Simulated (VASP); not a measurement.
CuO, 4 atoms in the cell. It takes space group Cc (No. 9, monoclinic). The conventional cell has a = 4.689 Å, b = 3.427 Å, c = 5.132 Å, α = 90.00°, β = 99.65°, γ = 90.00°. Within 2.5 Å of Cu (site symmetry 1) lie 4 O at 1.91 to 2.02 Å. O (site symmetry 1) has 4 Cu at 1.91 to 2.02 Å within 2.5 Å. 

| Item | Value |
| --- | --- |
| Program | VASP 6.6.1 |
| Task | single point |
| Functional | PBEsol |
| Potentials or basis | VASP PAW PBE potentials, release 64 (Cu, O) |
| Cutoff | 520 eV |
| k mesh | 8 × 8 × 4 |
| Occupations | gaussian, width 0.2 eV |
| Spin | no spin polarisation |
| Dipole correction | no |
| Further INCAR settings | ALGO = Normal; EDIFF = 1e-06; NBANDS = 25 |

Potentials or basis: VASP PAW PBE potentials, release 64 (Cu, O).

Command:

```sh
$ cat potpaw_PBE.64/Cu/POTCAR potpaw_PBE.64/O/POTCAR > POTCAR
$ mpirun -np 1 vasp_std > vasp.out
```

Hardware: 1 thread of Intel Xeon 8259CL (shared host).

Task: How long does it take, and how much memory?

Result: It took 2.3 min on 1 thread of Intel Xeon 8259CL, with other jobs on the host, peak memory 0.2 GiB. Counts: scf iterations 15, k points 78.
